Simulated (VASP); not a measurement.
# ZrP2 in VASP: further runs

Runs on ZrP2. Level: PBE. Tasks: single point.

Everything below comes from runs of VASP 6.6.1. Logs are shortened: lines on timing, memory, paths and dates and some standing lists are left out, and cuts for length are marked.

## Step 1: The cell of the first run

The cell holds a disordered packing, 12 atoms: a = 6.220 Å, b = 5.817 Å, c = 6.402 Å, α = 80.31°, β = 85.77°, γ = 88.88°.

## Step 2: Single point, PBE

The input, INCAR:

```
SYSTEM = ZrP2
ALGO = Normal ; EDIFF = 1E-6
ENCUT = 520 ; GGA = PE
ISIF = 2 ; ISMEAR = -1
LASPH = .True. ; LCHARG = .False.
LREAL = .False. ; LWAVE = .False.
NBANDS = 56 ; NELM = 80
PREC = Accurate ; SIGMA = 0.05
```

The input, KPOINTS:

```
k-points
0
Gamma
  3 3 3
  0 0 0
```

The input, POSCAR:

```
ZrP2
1.0
    6.2142000000      0.1657970000     -0.2203700000
   -0.0170430000      5.7797870000      0.6600650000
    0.6881600000      0.3611340000      6.3551000000
Zr P
4 8
Direct
    0.4821416290      0.2896630081      0.9854150426
    0.8274704306      0.0138613340      0.7235301219
    0.3336113352      0.9690677798      0.4286826652
    0.0967596927      0.4712089940      0.5076257445
    0.6244847778      0.8407258580      0.1223947691
    0.4565227847      0.7588129392      0.8194236225
    0.0581311166      0.2447715538      0.1621298199
    0.7454663541      0.4535548724      0.2481471139
    0.8657066780      0.5367336236      0.8843293892
    0.9116287424      0.8948310273      0.3249568038
    0.5278146517      0.3450620279      0.5465198262
    0.1747584201      0.9286355814      0.9992515724
```

Potentials or basis: VASP PAW PBE potentials, release 64 (Zr_sv, P).

Launch:

```bash
cat potpaw_PBE.64/Zr_sv/POTCAR potpaw_PBE.64/P/POTCAR > POTCAR
mpirun -np 1 vasp_std > vasp.out
```

OUTCAR:

```text
SYSTEM = ZrP2
   EDIFF = 1E-6
   ENCUT = 520
   GGA = PE
   ISIF = 2
   ISMEAR = -1
   LASPH = .True.
   LREAL = .False.
   NELM = 80
   PREC = Accurate

 ion  position               nearest neighbor table
   1  0.482  0.290  0.985-   8 2.73   5 2.76   6 2.76  11 2.77   9 2.79   7 2.79  12 2.85   2 3.20
                             3 3.21
   2  0.827  0.014  0.724-   6 2.74  10 2.77   5 2.80   9 2.81  11 2.81  12 2.87   1 3.20   4 3.22
                             9 3.39   3 3.58   3 3.76
   3  0.334  0.969  0.429-   6 2.75   5 2.76  11 2.76   7 2.80  10 2.81  12 3.04   1 3.21   4 3.22
                             4 3.34   2 3.58   2 3.76
   4  0.097  0.471  0.508-  11 2.78   7 2.79   9 2.79  10 2.81   8 2.85   3 3.22   2 3.22   3 3.34

   5  0.624  0.841  0.122-  10 2.34   8 2.39   6 2.39   3 2.76   1 2.76   2 2.80   9 2.86
   6  0.457  0.759  0.819-  12 2.32   5 2.39   2 2.74   3 2.75   1 2.76   9 2.86
   7  0.058  0.245  0.162-  10 2.30  12 2.34   8 2.35   9 2.59   4 2.79   1 2.79   3 2.80
   8  0.745  0.454  0.248-  11 2.26   7 2.35   9 2.37   5 2.39   1 2.73   4 2.85  10 2.92
   9  0.866  0.537  0.884-   8 2.37   7 2.59   1 2.79   4 2.79   2 2.81   6 2.86   5 2.86   2 3.39

  10  0.912  0.895  0.325-   7 2.30   5 2.34  12 2.54   2 2.77   4 2.81   3 2.81   8 2.92
  11  0.528  0.345  0.547-   8 2.26   3 2.76   1 2.77   4 2.78   2 2.81
  12  0.175  0.929  0.999-   6 2.32   7 2.34  10 2.54   1 2.85   2 2.87   3 3.04

  LATTYP: Found a triclinic cell.
 ALAT       =     6.2203161674
 B/A-ratio  =     1.3557660492
 C/A-ratio  =     1.8564639810
 COS(alpha) =     0.0155654548
 COS(beta)  =     0.5893701640
 COS(gamma) =     0.7241146970

  Lattice vectors:

 A1 = (  -6.2142000000,  -0.1657970000,   0.2203700000)
 A2 = (  -6.2312430000,   5.6139900000,   0.8804350000)
 A3 = (  -6.8853170000,  -6.3067180000,  -6.7947950000)

Analysis of symmetry for initial positions (statically):
=====================================================================
 Subroutine PRICEL returns:
 Original cell was already a primitive cell.

 Routine SETGRP: Setting up the symmetry group for a
 triclinic supercell.

 Subroutine GETGRP returns: Found  1 space group operations
 (whereof  1 operations were pure point group operations)
 out of a pool of  2 trial point group operations.

The static configuration has the point symmetry C_1 .

Analysis of symmetry for dynamics (positions and initial velocities):
=====================================================================
 Subroutine PRICEL returns:
 Original cell was already a primitive cell.

 Routine SETGRP: Setting up the symmetry group for a
 triclinic supercell.

 Subroutine GETGRP returns: Found  1 space group operations
 (whereof  1 operations were pure point group operations)
 out of a pool of  2 trial point group operations.

The dynamic configuration has the point symmetry C_1 .

 Subroutine INISYM returns: Found  1 space group operations
 (whereof  1 operations are pure point group operations),
 and found     1 'primitive' translations

----------------------------------------------------------------------------------------

                                     Primitive cell

  volume of cell :     227.7444

  direct lattice vectors                    reciprocal lattice vectors
     6.214200000  0.165797000 -0.220370000     0.160235572  0.002470051 -0.017491421
    -0.017043000  5.779787000  0.660065000    -0.004975928  0.174070203 -0.009352872
     0.688160000  0.361134000  6.355100000     0.006073161 -0.017993946  0.157718827

  length of vectors
     6.220316167  5.817380341  6.402443124     0.161206356  0.174392293  0.158858093

  position of ions in fractional coordinates (direct lattice)
     0.482141629  0.289663008  0.985415043
     0.827470431  0.013861334  0.723530122
     0.333611335  0.969067780  0.428682665
     0.096759693  0.471208994  0.507625744
     0.624484778  0.840725858  0.122394769
     0.456522785  0.758812939  0.819423622
     0.058131117  0.244771554  0.162129820
     0.745466354  0.453554872  0.248147114
     0.865706678  0.536733624  0.884329389
     0.911628742  0.894831027  0.324956804
     0.527814652  0.345062028  0.546519826
[... 28 lines left out ...]
     0.053411857  0.000823350 -0.005830474     0.333333333 -0.000000000  0.000000000
    -0.001658643  0.058023401 -0.003117624    -0.000000000  0.333333333  0.000000000
     0.002024387 -0.005997982  0.052572942     0.000000000  0.000000000  0.333333333

  Length of vectors
     0.053735452  0.058130764  0.052952698

  Shift w.r.t. Gamma in fractional coordinates (k-lattice)
     0.000000000  0.000000000  0.000000000

 Subroutine IBZKPT returns following result:
 ===========================================

 Found     14 irreducible k-points:

 Following reciprocal coordinates:
            Coordinates               Weight
  0.000000  0.000000  0.000000      1.000000
  0.333333  0.000000 -0.000000      2.000000
 -0.000000  0.333333 -0.000000      2.000000
  0.333333  0.333333  0.000000      2.000000
 -0.333333  0.333333  0.000000      2.000000
 -0.000000  0.000000  0.333333      2.000000
  0.333333  0.000000  0.333333      2.000000
 -0.333333  0.000000  0.333333      2.000000
 -0.000000  0.333333  0.333333      2.000000
  0.333333  0.333333  0.333333      2.000000
 -0.333333  0.333333  0.333333      2.000000
 -0.000000 -0.333333  0.333333      2.000000
  0.333333 -0.333333  0.333333      2.000000
 -0.333333 -0.333333  0.333333      2.000000
   k-points           NKPTS =     14   k-points in BZ     NKDIM =     14   number of bands    NBANDS=     56
   number of dos      NEDOS =    301   number of ions     NIONS =     12
   total plane-waves  NPLWV = 110592
   dimension x,y,z NGX =    48 NGY =   48 NGZ =   48
   dimension x,y,z NGXF=    96 NGYF=   96 NGZF=   96
   ions per type =               4   8
   NGX,Y,Z   is equivalent  to a cutoff of  12.83, 13.72, 12.46 a.u.
   NGXF,Y,Z  is equivalent  to a cutoff of  25.66, 27.43, 24.93 a.u.
 SYSTEM =  ZrP2
   PREC   = accura    normal or accurate (medium, high low for compatibility)
   ISTART =      0    job   : 0-new  1-cont  2-samecut
   ICHARG =      2    charge: 1-file 2-atom 10-const
   ISPIN  =      1    spin polarized calculation?
   LNONCOLLINEAR =      F non collinear calculations
   LSORBIT =      F    spin-orbit coupling
   LASPH  =      T    aspherical Exc in radial PAW
   ENCUT  =  520.0 eV  38.22 Ry    6.18 a.u.  11.57 10.82 11.90*2*pi/ulx,y,z
   NELM   =     80;   NELMIN=  2; NELMDL= -5     # of ELM steps
   EDIFF  = 0.1E-05   stopping-criterion for ELM
   LREAL  =      F    real-space projection
   EDIFFG = 0.1E-04   stopping-criterion for IOM
   NSW    =      0    number of steps for IOM
   IBRION =     -1    ionic relax: 0-MD 1-quasi-New 2-CG
   NFREE  =      0    steps in history (QN), initial steepest desc. (CG)
   ISIF   =      2    stress and relaxation
   ISYM   =      2    0-nonsym 1-usesym 2-fastsym
   POTIM  = 0.5000    time-step for ionic-motion
   TEBEG  =    0.0;   TEEND  =   0.0 temperature during run
   PSTRESS=    0.0 pullay stress
   NELECT =      88.0000    total number of electrons
   NUPDOWN=      -1.0000    fix difference up-down
   EMIN   =  10.00;   EMAX   =-10.00  energy-range for DOS
   EFERMI =   0.00;   METHOD = LEGACY
   ISMEAR =    -1;   SIGMA  =   0.05  broadening in eV -4-tet -1-fermi 0-gaus
   EFERMI_NEDOS =   21; number of points for ismear=-14 and -15
   IALGO  =     38    algorithm
   IMIX   =      4    mixing-type and parameters
     AMIX     =   0.40;   BMIX     =  1.00
     AMIX_MAG =   1.60;   BMIX_MAG =  1.00
  volume/ion in A,a.u.               =      18.98       128.07
  Fermi-wavevector in a.u.,A,eV,Ry     =   1.192394  2.253298 19.344814  1.421804
  Thomas-Fermi vector in A             =   2.328433
   LORBIT       =      0    0 simple, 1 ext, 2 COOP (PROOUT), +10 PAW based schemes
   GGA     = PE    functional components
   LHFCALC =     F    Hartree Fock is set to
   AEXX    =    0.0000 exact exchange contribution
   IVDW    =     0    specifies the selected vdW correction
   LEPSILON=     F    determine dielectric tensor
   LRPA    =     F    only Hartree local field effects (RPA)
 non-spin polarized calculation
  energy-cutoff  :      520.00
  volume of cell :      227.74
 maximum number of plane-waves:      6146
 NGX is ok and might be reduce to    48
   NGX = 23   NGY = 21   NGZ = 23

 number of electron      87.9999999 magnetization

 Free energy of the ion-electron system (eV)
  ---------------------------------------------------
  ext. energy  EPLUGINS =         0.00000000
  ---------------------------------------------------
  free energy    TOTEN  =       -80.01520582 eV

  energy without entropy =      -79.94008800  energy(sigma->0) =      -79.97764691

 E-fermi :   8.3119     XC(G=0): -10.7202

 val. band max:        8.2930603472   @ k =  -0.3333   0.3333   0.0000
 cond. band min:       8.3442647673   @ k =  -0.0000  -0.3333   0.3333
 fundamental gap:      0.0512044201
 Fermi energy:         8.3118509463

 k-point     1 :       0.0000    0.0000    0.0000
  band No.  band energies     occupation
      1     -40.9957      2.00000
      2     -40.9403      2.00000
      3     -40.9046      2.00000
      4     -40.7887      2.00000
      5     -19.1570      2.00000
      6     -19.1032      2.00000
[... 815 lines left out ...]
     55      10.7582      0.00000
     56      10.8346      0.00000

------------------------ aborting loop because EDIFF is reached ----------------------------------------

  FORCE on cell =-STRESS in cart. coord.  units (eV):
  Direction    XX          YY          ZZ          XY          YZ          ZX
  --------------------------------------------------------------------------------------
  -------------------------------------------------------------------------------------
  Total       -7.4337083     -3.2575859     -5.7077022     -0.9163857      0.1596931     -4.1413102
  in kB      -52.2959924    -22.9170529    -40.1535733     -6.4467555      1.1234378    -29.1340362
  external PRESSURE =     -38.4555395 kB  Pullay stress =       0.0000000 kB

 VOLUME and BASIS-vectors are now :
 -----------------------------------------------------------------------------
  energy-cutoff  :      520.00
  volume of cell :      227.74
      direct lattice vectors                 reciprocal lattice vectors
     6.214200000  0.165797000 -0.220370000     0.160235572  0.002470051 -0.017491421
    -0.017043000  5.779787000  0.660065000    -0.004975928  0.174070203 -0.009352872
     0.688160000  0.361134000  6.355100000     0.006073161 -0.017993946  0.157718827

 POSITION                                       TOTAL-FORCE (eV/Angst)
 -----------------------------------------------------------------------------------
      3.66931      2.11000      6.34736        -0.602557      0.573520     -0.478701
      5.63973      0.47860      4.42491         0.003258     -0.779256      0.351295
      2.35161      5.81113      3.29045         0.445987     -0.268797     -0.015277
      0.94258      2.92285      3.51572        -0.208294      0.909649      0.260678
      3.95057      5.00695      1.19515         0.483046      1.357530      0.272502
      3.38789      4.75739      5.60778        -0.312967     -0.386708     -0.214037
      0.46864      1.48292      1.17911         0.002389      0.095458      0.418990
      4.79551      2.83466      1.71210         0.000126     -0.099256      0.220795
      5.97909      3.56510      5.78350         0.628382     -0.635466     -1.966595
      5.87341      5.44043      2.45488         0.234465     -0.087056      1.365549
      3.65016      2.27926      3.58464        -0.808011     -0.643608      0.666000
      1.75780      5.75715      6.92479         0.134176     -0.036009     -0.881200
 -----------------------------------------------------------------------------------
    total drift:                                0.000106     -0.000182     -0.000109

  FREE ENERGIE OF THE ION-ELECTRON SYSTEM (eV)
  ---------------------------------------------------
  free  energy   TOTEN  =       -80.0152058181 eV

  energy  without entropy=      -79.9400880005  energy(sigma->0) =      -79.97764691
```

It took 4.2 min on 1 thread of Intel Xeon Platinum 8259CL at 2.50GHz (Skylake/Cascade Lake), shared host; peak memory 0.38 GiB.

What came out:

| Item | Value |
| --- | --- |
| Free energy | -80.0152 eV |
| Pressure | -3.8 GPa |
| Largest force | 2.160 eV/Å |
| Band gap on the k mesh | zero (bands 44 and 45 overlap by 0.21 eV) |

Forces in eV/Å, atoms in the order of the input:
```
Zr  -0.603  0.574 -0.479
Zr   0.003 -0.779  0.351
Zr   0.446 -0.269 -0.015
Zr  -0.208  0.910  0.261
P    0.483  1.358  0.273
P   -0.313 -0.387 -0.214
P    0.002  0.095  0.419
P    0.000 -0.099  0.221
P    0.628 -0.635 -1.967
P    0.234 -0.087  1.366
P   -0.808 -0.644  0.666
P    0.134 -0.036 -0.881
```

Caveat: the k points lie up to 0.37 Å⁻¹ apart.

## Step 3: Single point, PBE

The input, INCAR:

```
SYSTEM = ZrP2
PREC     = Accurate       ! precision mode
ENCUT    = 520            ! plane-wave cutoff, eV
EDIFF    = 1E-6           ! SCF threshold, eV
ISMEAR   = -1             ! smearing method
SIGMA    = 0.05           ! smearing width, eV
LREAL    = .False.        ! projectors in reciprocal space
LASPH    = .True.         ! aspherical terms in the spheres
NELM     = 100            ! most SCF steps
ALGO     = Normal         ! electronic algorithm
ISIF     = 2              ! what is computed and relaxed
LWAVE    = .False.        ! write WAVECAR
LCHARG   = .True.         ! write CHGCAR
GGA      = PE             ! functional
LELF     = .True.         ! ELF
LVHAR    = .True.       
NBANDS   = 56             ! bands
```

The input, KPOINTS:

```
regular mesh
0
Gamma
  3 3 3
  0 0 0
```

The input, POSCAR:

```
ZrP2
1.0
    6.2142000000      0.1657970000     -0.2203700000
   -0.0170430000      5.7797870000      0.6600650000
    0.6881600000      0.3611340000      6.3551000000
Zr P
4 8
Direct
    0.4826713354      0.2914932993      0.9799170363
    0.8239317578      0.0087087631      0.7229942081
    0.3356070786      0.9715782571      0.4298652940
    0.0966680705      0.4725699624      0.5066761893
    0.6293273615      0.8515998806      0.1300943487
    0.4579213357      0.7572137944      0.8178642038
    0.0542033265      0.2442860290      0.1634518936
    0.7376639572      0.4442015453      0.2481605503
    0.8784707614      0.5266805850      0.8796750927
    0.9182399861      0.8983584515      0.3291993162
    0.5259818084      0.3437518393      0.5462165903
    0.1825901391      0.9246559874      0.9994612728
```

Potentials or basis: VASP PAW PBE potentials, release 64 (Zr_sv, P).

Launch:

```bash
cat potpaw_PBE.64/Zr_sv/POTCAR potpaw_PBE.64/P/POTCAR > POTCAR
mpirun -np 1 vasp_std > vasp.out
```

It took 3.6 min on 1 thread of Intel Xeon Platinum 8259CL at 2.50GHz (Skylake/Cascade Lake), shared host; peak memory 0.38 GiB.

It converged, with:

- Free energy: -80.3755 eV
- Pressure: -3.7 GPa
- Largest force: 1.903 eV/Å
- Band gap on the k mesh: zero (bands 44 and 45 overlap by 0.22 eV)

Forces in eV/Å, atoms in the order of the input:
```
Zr  -0.740  0.512 -0.548
Zr   0.293 -0.667  0.546
Zr   0.380 -0.309 -0.081
Zr  -0.185  0.906  0.211
P    0.722  0.972  0.116
P   -0.353 -0.259 -0.242
P    0.082  0.168  0.329
P    0.081  0.218  0.301
P    0.505 -0.630 -1.723
P   -0.125 -0.337  1.258
P   -0.772 -0.580  0.693
P    0.112  0.007 -0.860
```

Stress tensor (GPa, compression positive):
```
-5.20 -0.27 -3.28
-0.27 -2.27  0.23
-3.28  0.23 -3.54
```

Levels at points of the mesh, in eV from the Fermi level:
```tsv
k point	band 40	band 41	band 42	band 43	band 44	band 45	band 46	band 47	band 48	band 49
(0.00, 0.00, 0.00)	-1.08	-0.71	-0.59	-0.39	0.20	0.40	0.45	0.83	0.86	1.03
```

Caveat: the k points lie up to 0.37 Å⁻¹ apart.

## Step 4: Single point, PBE

The input, INCAR:

```
SYSTEM = ZrP2
PREC = Accurate ; ENCUT = 520
EDIFF = 1E-7 ; ISMEAR = -1
SIGMA = 0.05 ; LREAL = .FALSE.
LASPH = .TRUE. ; NELM = 100
ALGO = Normal ; ISIF = 2
LWAVE = .FALSE. ; LCHARG = .TRUE.
GGA = PE ; LELF = .TRUE.
LVHAR = .TRUE. ; NBANDS = 56
```

The input, KPOINTS:

```
Automatic mesh
0
G
  3 3 3
  0 0 0
```

The input, POSCAR:

```
ZrP2
1.0
    6.2142000000      0.1657970000     -0.2203700000
   -0.0170430000      5.7797870000      0.6600650000
    0.6881600000      0.3611340000      6.3551000000
Zr P
4 8
Direct
    0.4824490821      0.2942557781      0.9727460408
    0.8212265348      0.0037512553      0.7231821087
    0.3372640743      0.9735630448      0.4314287726
    0.0962891625      0.4768792743      0.5055849514
    0.6387882104      0.8662928118      0.1405320440
    0.4588782597      0.7540428353      0.8148204935
    0.0484929457      0.2439869764      0.1673541135
    0.7335729750      0.4351037065      0.2493203488
    0.8951896287      0.5152459042      0.8666995249
    0.9210305779      0.9003156825      0.3397492781
    0.5178520924      0.3381238784      0.5499057966
    0.1914008692      0.9232434307      0.9954059471
```

Launch:

```bash
cat potpaw_PBE.64/Zr_sv/POTCAR potpaw_PBE.64/P/POTCAR > POTCAR
mpirun -np 1 vasp_std > vasp.out
```

Run time: 3.6 min. Hardware: 1 thread of Intel Xeon Platinum 8259CL at 2.50GHz (Skylake/Cascade Lake), shared host; peak memory 0.38 GiB.

It converged, with:

* Free energy: -80.8983 eV
* Pressure: -3.1 GPa
* Largest force: 1.162 eV/Å
* Band gap on the k mesh: zero (bands 44 and 45 overlap by 0.21 eV)

Forces on the atoms (eV/Å):
```
Zr  -0.780  0.418 -0.408
Zr   0.463 -0.552  0.802
Zr   0.225 -0.402 -0.221
Zr   0.028  0.800 -0.056
P    0.675  0.603 -0.081
P   -0.425 -0.033 -0.335
P    0.325  0.145  0.227
P   -0.124  0.478  0.522
P    0.143 -0.688 -0.926
P   -0.252 -0.415  0.950
P   -0.381 -0.390  0.271
P    0.104  0.037 -0.746
```

Stress tensor (GPa, compression positive):
```
-5.01  0.09 -3.46
 0.09 -1.75  0.69
-3.46  0.69 -2.42
```

Levels at points of the mesh, in eV from the Fermi level:
```
           k point  band 41  band 42  band 43  band 44  band 45  band 46  band 47  band 48
(0.00, 0.00, 0.00)    -0.94    -0.70    -0.33     0.21     0.38     0.43     0.84     0.97
```

Caveat: the k points lie up to 0.37 Å⁻¹ apart.

## Step 5: The runs side by side

| cell | gap on the mesh (eV) | pressure (GPa) | largest force (eV/Å) |
| --- | --- | --- | --- |
| as given, atomic positions A | none | -3.8 | 2.16 |
| as given, atomic positions B | none | -3.7 | 1.90 |
| as given, atomic positions C | none | -3.1 | 1.16 |

Alike in all rows: task single point; level PBE; potentials or basis VASP PAW PBE potentials, release 64 (Zr_sv, P); no spin polarisation; k mesh 3 × 3 × 3; cutoff (eV) 520; smearing fermi-dirac 0.05 eV.

Caveats: all runs use coarse meshes.

Absolute energies hang on the potentials; compare differences alone.

The gap in the log of VASP goes by the Fermi energy; the results here count the filled bands.